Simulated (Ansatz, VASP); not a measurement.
# MgS: VASP beside Ansatz

Contents of POSCAR:

```
MgS
1.0
    0.0000000000      2.6280532208      2.5868243383
    2.6280532208      0.0000000000      2.5868243383
    2.6280532208      2.6280532208      0.0000000000
Mg S
1 1
Direct
    0.0000000000      0.0000000000      0.0000000000
    0.5000000000      0.5000000000      0.5000000000
```

Contents of INCAR.step1:

```
SYSTEM = MgS
PREC = Accurate
ENCUT = 520
ISMEAR = 0
SIGMA = 0.01
LREAL = .FALSE.
LASPH = .TRUE.
NELM = 80
NBANDS = 11
GGA = PE
ALGO = Normal
EDIFF = 1E-4
LWAVE = .TRUE.
LCHARG = .FALSE.
```

File INCAR.step2:

```
SYSTEM = MgS
PREC = Accurate
ENCUT = 520
EDIFF = 1E-6
ISMEAR = 0
SIGMA = 0.01
LREAL = .FALSE.
LASPH = .TRUE.
NELM = 80
ALGO = Normal
ISIF = 2
LWAVE = .FALSE.
LCHARG = .FALSE.
METAGGA = R2SCAN
LMIXTAU = .TRUE.
NBANDS = 11
ISTART = 1
```

Contents of KPOINTS:

```
regular mesh
0
G
  8 8 8
  0 0 0
```

Input for Ansatz:

```yaml
crystal:
  lattice:
    - [0.0, 2.6280532208, 2.5868243383]
    - [2.6280532208, 0.0, 2.5868243383]
    - [2.6280532208, 2.6280532208, 0.0]
  atoms:
    - { symbol: Mg, position: [0.0, 0.0, 0.0] }
    - { symbol: S, position: [0.5, 0.5, 0.5] }
kpoints:
  mp_grid: { grid: [8, 8, 8] }
  band_path:
    path:
      - [0.0, 0.0, 0.0]
      - [0.5, 0.0, 0.5]
      - [0.625, 0.25, 0.625]
      - [0.375, 0.375, 0.75]
      - [0.5, 0.5, 0.5]
      - [0.5, 0.25, 0.75]
      - [0.5, 0.5, 0.0]
    npoints: 1
hamiltonian:
  xc: r2scan
scf:
  occupations: { method: fixed }
  n_extra_bands: 4
output:
  forces: true
  stress: true
  eigenvalues: true
```

Change from the starting cell: epitaxial_xy strain +1.0%.

Alike in both runs: task single point; functional r2SCAN; k mesh 8 × 8 × 8; no spin polarisation.

|  | VASP | Ansatz |
| --- | --- | --- |
| version | VASP 6.6.1 | Ansatz 0.2.0 |
| potentials or method | VASP PAW PBE potentials, release 64 (Mg, S) | plane waves, PAW |
| plane-wave cutoff (eV) | 520 | 500 |
| occupations | gaussian, width 0.01 eV | fixed |
| valence electrons in the cell | 8 | 16 |

Ansatz gave:

| Property | Result |
| --- | --- |
| gap on the k mesh at the Fermi level (eV) | 3.35 |
| pressure (GPa) | -1.1 |
| traceless stress, the component that is largest in VASP (GPa) | 1.07 |

Q: What did VASP give for the same quantities?

A: gap on the k mesh at the Fermi level (eV): 3.33; pressure (GPa): -1.6; traceless stress, the component that is largest in VASP (GPa): 1.05.

VASP's potentials were made for PBE, not for r2SCAN. VASP's potentials hold 8 valence electrons a cell and Ansatz's 16, so a difference there can come from the potentials and not from the codes.
